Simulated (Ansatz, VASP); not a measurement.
## CO: VASP beside Ansatz

```
CELL_PARAMETERS angstrom
15.00000 0.00000 0.00000
0.00000 15.50000 0.00000
0.00000 0.00000 16.00000
ATOMIC_POSITIONS crystal
C 0.50184 0.49903 0.46444
O 0.49816 0.50097 0.53556
```

Alike in both runs: functional RPBE; k mesh 1 × 1 × 1; occupations gaussian, width 0.005 eV; no spin polarisation.

Ansatz relaxed the structure, and its values are those at the end. VASP's run is a single point on that final structure, the one shown.

|  | VASP | Ansatz |
| --- | --- | --- |
| version | VASP 6.6.1 | Ansatz 0.2.0 |
| potentials or method | VASP PAW PBE potentials, release 64 (C, O), cutoff 520 eV | scalar-relativistic, plane waves, PAW |
| valence electrons in the cell | 10 | 10 |

|  | VASP | Ansatz | Ansatz less VASP |
| --- | --- | --- | --- |
| gap on the k mesh at the Fermi level (eV) | 7.00 | 6.99 | -0.004 |
| rms of the force components (eV/Å) | 0.541 | 0.004 | -0.5368 |

VASP's potentials were made for PBE, not for RPBE. One of these differences is far larger than is usual between the two programs; its cause wasn't traced. The functional is the same, so the differences come from potentials, cutoffs and numerics.

Noted on VASP's run: the standard files for N, O and F lose accuracy on very short bonds.
